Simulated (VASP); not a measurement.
**Pb: electric field gradients with PBE**

The system is Pb.

```
Pb
1.0
     0.00000    2.42793    2.42793
     2.42793    0.00000    2.42793
     2.42793    2.42793    0.00000
Pb
1
Cartesian
  0.0000 0.0000 0.0000
```

This cell differs from its parent crystal: volume scaled by 0.95.

```yaml
Program: VASP 6.6.1
Task: electric field gradients
Functional: PBE
Potentials_or_basis: VASP PAW PBE potentials, release 64 (Pb_d)
Cutoff: 400 eV
k_mesh: 12 × 12 × 12
Occupations: fermi-dirac, width 0.05 eV
Spin: no spin polarisation
Dipole_correction: no
Further_INCAR_settings: ALGO = Normal; EDIFF = 1e-08; NBANDS = 13
```

- Pressure: 5.8 GPa
- Band gap on the k mesh: zero (band 7 reaches 15.83 eV, above the bottom of band 8 at 6.28 eV)

Levels at points of the mesh, in eV from the Fermi level:
```
           k point  band 5  band 6  band 7  band 8  band 9  band 10
(0.00, 0.00, 0.00)  -17.00  -12.21    7.83    7.83    7.83     9.74
(0.50, 0.00, 0.00)  -16.84   -8.23   -4.55    5.86    5.86     9.22
(0.50, 0.50, 0.00)  -16.80   -6.68   -3.55    2.06    2.06     5.51
```

Wall time 16 s on 1 thread of Intel(R) Xeon(R) Platinum 8375C CPU @ 2.90GHz (Ice Lake), on a shared host, peak memory 0.14 GiB.

Caveat: without QUAD_EFG the Cq values of the log hold for a quadrupole moment of 1 mb, not for the nuclei; spin-orbit coupling is left out, which moves the levels of the heavy elements.
